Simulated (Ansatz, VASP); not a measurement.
**Al2Pt: VASP beside Ansatz**

```
Al Pt
1.0
     2.97320   -2.97320    0.00000
     2.97320    0.00000   -2.97320
     7.67846    7.67846    7.67846
Al Pt
6 3
Cartesian
  6.4420 0.4956 0.4956
  3.4688 -2.4776 0.4956
  6.4420 3.4688 3.4688
  9.4152 3.4688 3.4688
  9.4152 0.4956 0.4956
  3.4688 0.4956 0.4956
  4.9554 4.9554 4.9554
  4.9554 1.9822 1.9822
  4.9554 -0.9910 -0.9910
```

Alike in both runs: task single point; functional PBE; k mesh 13 × 13 × 5; occupations gaussian, width 0.15 eV; no spin polarisation.

|  | VASP | Ansatz |
| --- | --- | --- |
| version | VASP 6.6.1 | Ansatz 0.2.0 |
| potentials or method | VASP PAW PBE potentials, release 64 (Al, Pt), cutoff 520 eV | scalar-relativistic, plane waves, PAW |
| valence electrons in the cell | 48 | 72 |

```tsv
	VASP	Ansatz	Ansatz less VASP
gap on the k mesh at the Fermi level (eV)	none	none	-
pressure (GPa)	-2.3	-2.2	+0.11
traceless stress, the component that is largest in VASP (GPa)	-0.31	-0.32	-0.004
rms of the force components (eV/Å)	0.180	0.179	-0.0008
```

Atom by atom the forces differ by 0.002 eV/Å (rms over components). A gap of «none» marks a metal or a gap that the smearing closes. VASP's potentials hold 48 valence electrons a cell and Ansatz's 72, so a difference there can come from the potentials and not from the codes.

Spin-orbit coupling is off throughout.
